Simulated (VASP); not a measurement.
Ni, 1 atom in the cell. It takes space group Fm-3m (No. 225, cubic). The conventional cell has a = 3.524 Å, b = 3.524 Å, c = 3.524 Å, α = 90.00°, β = 90.00°, γ = 90.00°. Within 3.3 Å of Ni (site symmetry m-3m) lie 12 Ni at 2.49 Å. 

| Property | Result |
| --- | --- |
| Program | VASP 6.6.1 |
| Task | single point |
| Functional | LDA |
| Potentials or basis | VASP PAW LDA potentials, release 64 (Ni) |
| Cutoff | 520 eV |
| k mesh | 16 × 16 × 16 |
| Occupations | fermi-dirac, width 0.1 eV |
| Spin | collinear spin, ferromagnetic start |
| Starting moments | [1.5] μB |
| Dipole correction | no |
| Further INCAR settings | ALGO = Normal; EDIFF = 1e-07; NBANDS = 15 |

Potentials or basis: VASP PAW LDA potentials, release 64 (Ni).

The run is started by

```sh
$ cat potpaw_LDA.64/Ni/POTCAR > POTCAR
$ mpirun -np 1 vasp_std > vasp.out
```

Hardware: 1 thread of Intel(R) Xeon(R) Platinum 8259CL CPU @ 2.50GHz (Skylake/Cascade Lake), on a shared host.

Task: Estimate the wall time of this run.

Result: Wall time 45 s on 1 thread of Intel(R) Xeon(R) Platinum 8259CL CPU @ 2.50GHz (Skylake/Cascade Lake) (shared host), peak memory 0.15 GiB. Counts: scf iterations 15, k points 145.
